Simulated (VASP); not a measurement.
# Sc4Al (P6_3/mmc) in VASP: relaxation of cell and atoms with PBE

Aim: the relaxation of cell and atoms of Sc4Al with PBE.

All numbers are computed with VASP 6.6.1; they aren't measurements. Logs are shortened: lines on timing, memory, paths and dates and some standing lists are left out, and cuts for length are marked.

## (1) The cell of the first run

It takes space group P6_3/mmc (No. 194, hexagonal). The conventional cell has a = 3.259 Å, b = 3.259 Å, c = 25.216 Å, α = 90.00°, β = 90.00°, γ = 120.00°. Within 4.0 Å of Sc (site symmetry 3m) lie 3 Al at 3.02 Å and 9 Sc at 3.25 to 3.26 Å. Sc (site symmetry 3m) has 12 Sc at 3.20 to 3.26 Å within 4.2 Å. Al (site symmetry -6m2) has 6 Sc at 3.02 Å and 6 Al at 3.26 Å within 4.0 Å.

## (2) Relaxation of cell and atoms, PBE

INCAR reads:

```
PREC = Accurate
ENCUT = 600
EDIFF = 1E-7
ISMEAR = 0
SIGMA = 0.1
LREAL = F
LASPH = T
NELM = 60
ALGO = Fast
ISIF = 3
LWAVE = F
LCHARG = F
GGA = PE
IBRION = 2
NSW = 100
EDIFFG = -0.01
KPAR = 2
```

KPOINTS reads:

```
regular mesh
0
Gamma
  12 12 2
```

POSCAR reads:

```
Sc4Al
1.0
    3.2591066789      0.0000000000      0.0000000000
   -1.6295533395      2.8224691776      0.0000000000
    0.0000000000      0.0000000000     25.2161193964
Sc Al
8 2
Direct
    0.3333333333      0.6666666667      0.6562308512
    0.3333333333      0.6666666667      0.8437691488
    0.3333333333      0.6666666667      0.0512931313
    0.3333333333      0.6666666667      0.4487068687
    0.6666666667      0.3333333333      0.9487068687
    0.6666666667      0.3333333333      0.1562308512
    0.6666666667      0.3333333333      0.3437691488
    0.6666666667      0.3333333333      0.5512931313
    0.3333333333      0.6666666667      0.2500000000
    0.6666666667      0.3333333333      0.7500000000
```

Potentials or basis: VASP PAW PBE potentials, release 64 (Sc_sv, Al).

Run with:

```sh
cat potpaw_PBE.64/Sc_sv/POTCAR potpaw_PBE.64/Al/POTCAR > POTCAR
mpirun -np 2 vasp_std > vasp.out
```

OUTCAR:

```text
PREC = Accurate
   ENCUT = 600
   EDIFF = 1E-7
   ISMEAR = 0
   LREAL = F
   LASPH = T
   NELM = 60
   ISIF = 3
   GGA = PE
   IBRION = 2
   NSW = 100
   EDIFFG = -0.01

 ion  position               nearest neighbor table
   1  0.333  0.667  0.656-  10 3.02  10 3.02  10 3.02   8 3.25   8 3.25   8 3.25
   2  0.333  0.667  0.844-  10 3.02  10 3.02  10 3.02   5 3.25   5 3.25   5 3.25
   3  0.333  0.667  0.051-   5 3.20   5 3.20   5 3.20   6 3.25   6 3.25   6 3.25
   4  0.333  0.667  0.449-   8 3.20   8 3.20   8 3.20   7 3.25   7 3.25   7 3.25
   5  0.667  0.333  0.949-   3 3.20   3 3.20   3 3.20   2 3.25   2 3.25   2 3.25
   6  0.667  0.333  0.156-   9 3.02   9 3.02   9 3.02   3 3.25   3 3.25   3 3.25
   7  0.667  0.333  0.344-   9 3.02   9 3.02   9 3.02   4 3.25   4 3.25   4 3.25
   8  0.667  0.333  0.551-   4 3.20   4 3.20   4 3.20   1 3.25   1 3.25   1 3.25
   9  0.333  0.667  0.250-   6 3.02   7 3.02   6 3.02   7 3.02   6 3.02   7 3.02
  10  0.667  0.333  0.750-   1 3.02   2 3.02   1 3.02   2 3.02   1 3.02   2 3.02

  LATTYP: Found a hexagonal cell.
 ALAT       =     3.2591066789
 C/A-ratio  =     7.7371261149

  Lattice vectors:

 A1 = (   3.2591066789,   0.0000000000,   0.0000000000)
 A2 = (  -1.6295533395,   2.8224691776,   0.0000000000)
 A3 = (   0.0000000000,   0.0000000000,  25.2161193964)

Analysis of symmetry for initial positions (statically):
=====================================================================
 Subroutine PRICEL returns:
 Original cell was already a primitive cell.

 Routine SETGRP: Setting up the symmetry group for a
 hexagonal supercell.

 Subroutine GETGRP returns: Found 24 space group operations
 (whereof 12 operations were pure point group operations)
 out of a pool of 24 trial point group operations.

The static configuration has the point symmetry D_3d.
 The point group associated with its full space group is D_6h.

Analysis of symmetry for dynamics (positions and initial velocities):
=====================================================================
 Subroutine PRICEL returns:
 Original cell was already a primitive cell.

 Routine SETGRP: Setting up the symmetry group for a
 hexagonal supercell.

 Subroutine GETGRP returns: Found 24 space group operations
 (whereof 12 operations were pure point group operations)
 out of a pool of 24 trial point group operations.

The dynamic configuration has the point symmetry D_3d.
 The point group associated with its full space group is D_6h.

 Subroutine INISYM returns: Found 24 space group operations
 (whereof 12 operations are pure point group operations),
 and found     1 'primitive' translations

----------------------------------------------------------------------------------------

                                     Primitive cell

  volume of cell :     231.9562

  direct lattice vectors                    reciprocal lattice vectors
     3.259106679  0.000000000  0.000000000     0.306832546  0.177149853  0.000000000
    -1.629553339  2.822469178  0.000000000     0.000000000  0.354299706  0.000000000
     0.000000000  0.000000000 25.216119396     0.000000000  0.000000000  0.039657173

  length of vectors
     3.259106679  3.259106679 25.216119396     0.354299706  0.354299706  0.039657173

  position of ions in fractional coordinates (direct lattice)
     0.333333333  0.666666667  0.656230851
     0.333333333  0.666666667  0.843769149
     0.333333333  0.666666667  0.051293131
     0.333333333  0.666666667  0.448706869
     0.666666667  0.333333333  0.948706869
     0.666666667  0.333333333  0.156230851
     0.666666667  0.333333333  0.343769149
     0.666666667  0.333333333  0.551293131
     0.333333333  0.666666667  0.250000000
     0.666666667  0.333333333  0.750000000

  ion indices of the primitive-cell ions
   primitive index   ion index
                 1           1
                 2           2
                 3           3
                 4           4
                 5           5
                 6           6
                 7           7
                 8           8
                 9           9
                10          10

----------------------------------------------------------------------------------------

 KPOINTS: regular mesh

Automatic generation of k-mesh.
 Grid dimensions read from file:
 generate k-points for:   12   12    2

 Generating k-lattice:

  Cartesian coordinates                     Fractional coordinates (reciprocal lattice)
     0.025569379  0.014762488  0.000000000     0.083333333 -0.000000000  0.000000000
     0.000000000  0.029524976  0.000000000     0.000000000  0.083333333  0.000000000
     0.000000000  0.000000000  0.019828586     0.000000000  0.000000000  0.500000000

  Length of vectors
     0.029524976  0.029524976  0.019828586

  Shift w.r.t. Gamma in fractional coordinates (k-lattice)
     0.000000000  0.000000000  0.000000000

 Subroutine IBZKPT returns following result:
 ===========================================

 Found     38 irreducible k-points:

 Following reciprocal coordinates:
            Coordinates               Weight
  0.000000  0.000000  0.000000      1.000000
  0.083333  0.000000  0.000000      6.000000
  0.166667  0.000000  0.000000      6.000000
  0.250000 -0.000000  0.000000      6.000000
  0.333333 -0.000000  0.000000      6.000000
  0.416667  0.000000  0.000000      6.000000
[... 16 lines left out ...]
  0.250000 -0.000000  0.500000      6.000000
  0.333333 -0.000000  0.500000      6.000000
 [... further k-points ...]
   k-points           NKPTS =     38   k-points in BZ     NKDIM =     38   number of bands    NBANDS=     56
   number of dos      NEDOS =    301   number of ions     NIONS =     10
   total plane-waves  NPLWV = 164640
   dimension x,y,z NGX =    28 NGY =   28 NGZ =  210
   dimension x,y,z NGXF=    56 NGYF=   56 NGZF=  420
   ions per type =               8   2
   NGX,Y,Z   is equivalent  to a cutoff of  14.28, 14.28, 13.84 a.u.
   NGXF,Y,Z  is equivalent  to a cutoff of  28.57, 28.57, 27.69 a.u.
 SYSTEM =  unknown system
   PREC   = accura    normal or accurate (medium, high low for compatibility)
   ISTART =      0    job   : 0-new  1-cont  2-samecut
   ICHARG =      2    charge: 1-file 2-atom 10-const
   ISPIN  =      1    spin polarized calculation?
   LNONCOLLINEAR =      F non collinear calculations
   LSORBIT =      F    spin-orbit coupling
   LASPH  =      T    aspherical Exc in radial PAW
   ENCUT  =  600.0 eV  44.10 Ry    6.64 a.u.   6.51  6.51 50.36*2*pi/ulx,y,z
   NELM   =     60;   NELMIN=  2; NELMDL= -5     # of ELM steps
   EDIFF  = 0.1E-06   stopping-criterion for ELM
   LREAL  =      F    real-space projection
   EDIFFG = -.1E-01   stopping-criterion for IOM
   NSW    =    100    number of steps for IOM
   IBRION =      2    ionic relax: 0-MD 1-quasi-New 2-CG
   NFREE  =      1    steps in history (QN), initial steepest desc. (CG)
   ISIF   =      3    stress and relaxation
   ISYM   =      2    0-nonsym 1-usesym 2-fastsym
   POTIM  = 0.5000    time-step for ionic-motion
   TEBEG  =    0.0;   TEEND  =   0.0 temperature during run
   PSTRESS=    0.0 pullay stress
   NELECT =      94.0000    total number of electrons
   NUPDOWN=      -1.0000    fix difference up-down
   EMIN   =  10.00;   EMAX   =-10.00  energy-range for DOS
   EFERMI =   0.00;   METHOD = LEGACY
   ISMEAR =     0;   SIGMA  =   0.10  broadening in eV -4-tet -1-fermi 0-gaus
   EFERMI_NEDOS =   21; number of points for ismear=-14 and -15
   IALGO  =     68    algorithm
   IMIX   =      4    mixing-type and parameters
     AMIX     =   0.40;   BMIX     =  1.00
     AMIX_MAG =   1.60;   BMIX_MAG =  1.00
  volume/ion in A,a.u.               =      23.20       156.53
  Fermi-wavevector in a.u.,A,eV,Ry     =   1.211478  2.289361 19.968976  1.467678
  Thomas-Fermi vector in A             =   2.346992
   LORBIT       =      0    0 simple, 1 ext, 2 COOP (PROOUT), +10 PAW based schemes
   GGA     = PE    functional components
   LHFCALC =     F    Hartree Fock is set to
   AEXX    =    0.0000 exact exchange contribution
   IVDW    =     0    specifies the selected vdW correction
   LEPSILON=     F    determine dielectric tensor
   LRPA    =     F    only Hartree local field effects (RPA)
 conjugate gradient relaxation of ions
 non-spin polarized calculation
 RMM-DIIS sequential band-by-band and
 Gauss-broadening in eV      SIGMA  =   0.10
  energy-cutoff  :      600.00
  volume of cell :      231.96
 maximum number of plane-waves:      7828
 NGX is ok and might be reduce to    28
   NGX = 13   NGY = 13   NGZ =101

--------------------------------------- Ionic step        1  -------------------------------------------

 number of electron      94.0000001 magnetization

 Free energy of the ion-electron system (eV)
  ---------------------------------------------------
  ext. energy  EPLUGINS =         0.00000000
  ---------------------------------------------------
  free energy    TOTEN  =       -58.15594372 eV

  energy without entropy =      -58.06743340  energy(sigma->0) =      -58.11168856

------------------------ aborting loop because EDIFF is reached ----------------------------------------

  FORCE on cell =-STRESS in cart. coord.  units (eV):
  Direction    XX          YY          ZZ          XY          YZ          ZX
  --------------------------------------------------------------------------------------
  -------------------------------------------------------------------------------------
  Total        0.0801079      0.0801079      0.7552801     -0.0000000     -0.0000000     -0.0000000
  in kB        0.5533242      0.5533242      5.2169009     -0.0000000     -0.0000000     -0.0000000
  external PRESSURE =       2.1078497 kB  Pullay stress =       0.0000000 kB
[... 249 lines left out ...]
  energy  without entropy=      -58.0698810289  energy(sigma->0) =      -58.11399868

--------------------------------------- Ionic step        7  -------------------------------------------

 number of electron      94.0000005 magnetization

 Free energy of the ion-electron system (eV)
  ---------------------------------------------------
  ext. energy  EPLUGINS =         0.00000000
  ---------------------------------------------------
  free energy    TOTEN  =       -58.15822402 eV

  energy without entropy =      -58.06980624  energy(sigma->0) =      -58.11401513

 E-fermi :   4.0933     XC(G=0):  -9.8896

 val. band max:        4.0866184436   @ k =   0.3333   0.0833   0.5000
 cond. band min:       4.0937843917   @ k =   0.4167   0.0000   0.0000
 fundamental gap:      0.0071659481
 Fermi energy:         4.0933384325

 k-point     1 :       0.0000    0.0000    0.0000
  band No.  band energies     occupation
      1     -45.3291      2.00000
      2     -45.3291      2.00000
      3     -45.3286      2.00000
      4     -45.3285      2.00000
      5     -45.2235      2.00000
      6     -45.2235      2.00000
[... 1405 lines left out ...]
     55       5.4299      0.00000
     56       5.4347      0.00000

 [... further k-points ...]

------------------------ aborting loop because EDIFF is reached ----------------------------------------

  FORCE on cell =-STRESS in cart. coord.  units (eV):
  Direction    XX          YY          ZZ          XY          YZ          ZX
  --------------------------------------------------------------------------------------
  -------------------------------------------------------------------------------------
  Total        0.0236049      0.0236049      0.0252802     -0.0000000      0.0000000     -0.0000000
  in kB        0.1625534      0.1625534      0.1740902     -0.0000000      0.0000000     -0.0000000
  external PRESSURE =       0.1663990 kB  Pullay stress =       0.0000000 kB
[... 25 lines left out ...]
  FREE ENERGIE OF THE ION-ELECTRON SYSTEM (eV)
  ---------------------------------------------------
  free  energy   TOTEN  =       -58.1582240181 eV

  energy  without entropy=      -58.0698062436  energy(sigma->0) =      -58.11401513

 reached required accuracy - stopping structural energy minimisation
```

Wall time 28 min (2 MPI ranks of Intel Xeon 6975P-C (Granite Rapids), shared host); peak memory 0.74 GiB.

What came out:

```yaml
Free_energy: -58.1582 eV
Relaxed_volume: 23.27 Å³/atom
Relaxed_cell: a = 3.257 Å, b = 3.257 Å, c = 25.328 Å, α = 90.00°, β = 90.00°, γ = 120.00°
Space_group_after_relaxing_to_0.1_Å: P6_3/mmc (No. 194)
Energy_gained_by_relaxing: 0.2 meV/atom
Ionic_steps: 7
Pressure_after_relaxing: 0.0 GPa
Largest_force_after_relaxing: 0.006 eV/Å
Band_gap_on_the_k_mesh: zero (bands 47 and 48 overlap by 1.37 eV)
```

Forces on the atoms (eV/Å):
```
Sc   0.000  0.000  0.002
Sc   0.000  0.000 -0.002
Sc   0.000  0.000  0.006
Sc   0.000  0.000 -0.006
Sc   0.000  0.000 -0.006
Sc   0.000  0.000  0.002
Sc   0.000  0.000 -0.002
Sc   0.000  0.000  0.006
Al   0.000  0.000  0.000
Al   0.000  0.000  0.000
```

The path:
| step | energy change (eV) | largest force (eV/Å) | pressure (GPa) | volume (Å³) |
| --- | --- | --- | --- | --- |
| 1 | 0.0000 | 0.0336 | 0.21 | 231.96 |
| 2 | -0.0016 | 0.0309 | -0.07 | 232.98 |
| 3 | -0.0016 | 0.0305 | -0.09 | 233.06 |
| 4 | -0.0020 | 0.0225 | -0.03 | 232.80 |
| 5 | -0.0021 | 0.0166 | 0.01 | 232.61 |
| 6 | -0.0022 | 0.0116 | 0.01 | 232.63 |
| 7 | -0.0023 | 0.0056 | 0.02 | 232.66 |

Final structure:
```
CELL_PARAMETERS angstrom
3.25680 0.00000 0.00000
-1.62840 2.82047 0.00000
0.00000 0.00000 25.32824
ATOMIC_POSITIONS crystal
Sc 0.33333 0.66667 0.65657
Sc 0.33333 0.66667 0.84343
Sc 0.33333 0.66667 0.05136
Sc 0.33333 0.66667 0.44864
Sc 0.66667 0.33333 0.94864
Sc 0.66667 0.33333 0.15657
Sc 0.66667 0.33333 0.34343
Sc 0.66667 0.33333 0.55136
Al 0.33333 0.66667 0.25000
Al 0.66667 0.33333 0.75000
```
